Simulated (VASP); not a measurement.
Crystal: SiC.

```
Si C
1.0
     3.07600    0.00000    0.00000
    -1.53800    2.66389    0.00000
     0.00000    0.00000    5.04800
Si C
2 2
Cartesian
  0.0000 1.7759 0.0000
  1.5380 0.8880 2.5240
  0.0000 1.7759 1.9435
  1.5380 0.8880 4.4675
```

- Program: VASP 6.6.1
- Task: relaxation of cell and atoms
- Functional: RPBE
- Potentials or basis: VASP PAW PBE potentials, release 64 (Si, C)
- Cutoff: 600 eV
- k mesh: 6 × 6 × 4
- Occupations: gaussian, width 0.01 eV
- Spin: no spin polarisation

At the start: pressure 6.3 GPa; volume 10.34 Å³/atom.

Problem. Where does the relaxation end?

Solution. Over 5 steps the energy falls by 14.2 meV/atom and the volume is 10.64 Å³/atom (+2.9 %); space group P6_3mc (No. 186, to 0.1 Å) before and after.

Step by step:
| step | energy change (eV) | largest force (eV/Å) | pressure (GPa) | volume (Å³) |
| --- | --- | --- | --- | --- |
| 1 | 0.0000 | 0.7510 | 6.28 | 41.36 |
| 2 | -0.0006 | 0.6136 | -5.66 | 43.83 |
| 3 | -0.0539 | 0.0876 | -0.32 | 42.58 |
| 4 | -0.0569 | 0.0132 | -0.16 | 42.56 |
| 5 | -0.0569 | 0.0038 | -0.18 | 42.56 |

Final structure:
```
Si C
1.0
     3.10588    0.00000    0.00000
    -1.55294    2.68977    0.00000
     0.00000    0.00000    5.09426
Si C
2 2
Direct
  0.33333 0.66667 0.00452
  0.66667 0.33333 0.50452
  0.33333 0.66667 0.38048
  0.66667 0.33333 0.88048
```

Caveat: the PAW data sets were made with another functional, which shifts forces and pressure a little.
